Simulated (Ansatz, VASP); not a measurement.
**One calculation of Te, two programs**

INCAR

```
SYSTEM = Te
  PREC = Accurate
  ENCUT = 520
  EDIFF = 1E-7
  ISMEAR = -1
  SIGMA = 0.05
  LREAL = .FALSE.
  LASPH = .TRUE.
  NELM = 80
  ALGO = Normal
  ISIF = 2
  LWAVE = .FALSE.
  LCHARG = .FALSE.
  GGA = PS
  NBANDS = 16
```

File KPOINTS:

```
regular mesh
0
G
  7 7 5
  0 0 0
```

The input POSCAR:

```
Te
1.0
    3.8455900958     -2.1624295219      0.0000000000
    3.8455900958      2.1624295219      0.0000000000
   -0.0949153283      0.0000000000      6.0156685658
Te
3
Direct
    0.0000000000      0.0000000000      0.0000000000
    0.3094466100      0.3094466100      0.3388094900
    0.6905533900      0.6905533900      0.6611905100
```

Contents of input.yaml:

```yaml
crystal:
  lattice:
    - [3.8455900958, -2.1624295219, 0.0]
    - [3.8455900958, 2.1624295219, 0.0]
    - [-0.0949153283, 0.0, 6.0156685658]
  atoms:
    - { symbol: Te, position: [0.0, 0.0, 0.0] }
    - { symbol: Te, position: [0.30944661, 0.30944661, 0.33880949] }
    - { symbol: Te, position: [0.69055339, 0.69055339, 0.66119051] }
kpoints:
  mp_grid: { grid: [7, 7, 5] }
scf:
  occupations: { method: fermi_dirac, width: 0.05 }
hamiltonian:
  xc: pbesol
  pseudopotentials: { kind: all_electron, lapw: { basis_error: 0.001 } }
output:
  forces: true
  stress: true
  eigenvalues: true
```

Change from the starting cell: volume scaled by 1.02.

Alike in both runs: task single point; functional PBEsol; k mesh 7 × 7 × 5; occupations fermi-dirac, width 0.05 eV; no spin polarisation.

|  | VASP | Ansatz |
| --- | --- | --- |
| version | VASP 6.6.1 | Ansatz 0.2.0 |
| potentials or method | VASP PAW PBE potentials, release 64 (Te), cutoff 520 eV | all-electron LAPW, scalar-relativistic |

|  | VASP | Ansatz | Ansatz less VASP |
| --- | --- | --- | --- |
| pressure (GPa) | -2.7 | -2.8 | -0.02 |
| traceless stress, the component that is largest in VASP (GPa) | -0.38 | -0.39 | -0.011 |
| rms of the force components (eV/Å) | 0.020 | 0.015 | -0.0055 |

VASP's potentials were made for PBE, not for PBEsol. Atom by atom the forces differ by 0.006 eV/Å (rms over components). Ansatz ran all-electron here, and VASP with PAW potentials.

Neither program's run includes spin-orbit coupling.
